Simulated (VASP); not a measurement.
Wanted: the native input for a VASP 6.6.1 run.

```yaml
Task: single point
Functional: PBE
Potentials_or_basis: VASP PAW PBE potentials, release 64 (Ni)
Cutoff: 520 eV
k_mesh: 11 × 11 × 11
Occupations: fermi-dirac, width 0.05 eV
Spin: collinear spin, ferromagnetic start
Starting_moments: "[0.8] μB"
Fixed_moment: 0.8 μB
Dipole_correction: no
Further_INCAR_settings: ALGO = Normal; EDIFF = 1e-06; NBANDS = 15
```

The structure of Ni lies in POSCAR:

```
Ni
1.0
    0.0000000000      1.7375729330      1.7375729330
    1.7375729330      0.0000000000      1.7375729330
    1.7375729330      1.7375729330      0.0000000000
Ni
1
Direct
    0.0000000000      0.0000000000      0.0000000000
```

The input as run:

INCAR

```
SYSTEM = Ni
  ALGO = Normal
  EDIFF = 1E-6
  ENCUT = 520
  GGA = PE
  ISIF = 2
  ISMEAR = -1
  ISPIN = 2
  LASPH = .TRUE.
  LCHARG = .FALSE.
  LMAXMIX = 4
  LORBIT = 11
  LREAL = .FALSE.
  LWAVE = .FALSE.
  MAGMOM = 0.8
  NBANDS = 15
  NELM = 150
  NUPDOWN = 0.8
  PREC = Accurate
  SIGMA = 0.05
```

KPOINTS

```
k-points
0
G
  11 11 11
  0 0 0
```

Potentials or basis: VASP PAW PBE potentials, release 64 (Ni).

The run is started by

```console
$ cat potpaw_PBE.64/Ni/POTCAR > POTCAR
$ mpirun -np 1 vasp_std > vasp.out
```

Results of the run:

- Pressure: 9.7 GPa
- Net moment: 0.80 μB per cell
- Site moments: Ni +0.80 μB
- Valence electrons inside the program's atomic spheres: Ni 9.37

Caveat: the total moment is fixed, so each spin has its own Fermi level.

It took 23 s on 1 thread of Intel Xeon 8259CL, with other jobs on the host, peak memory 0.13 GiB.
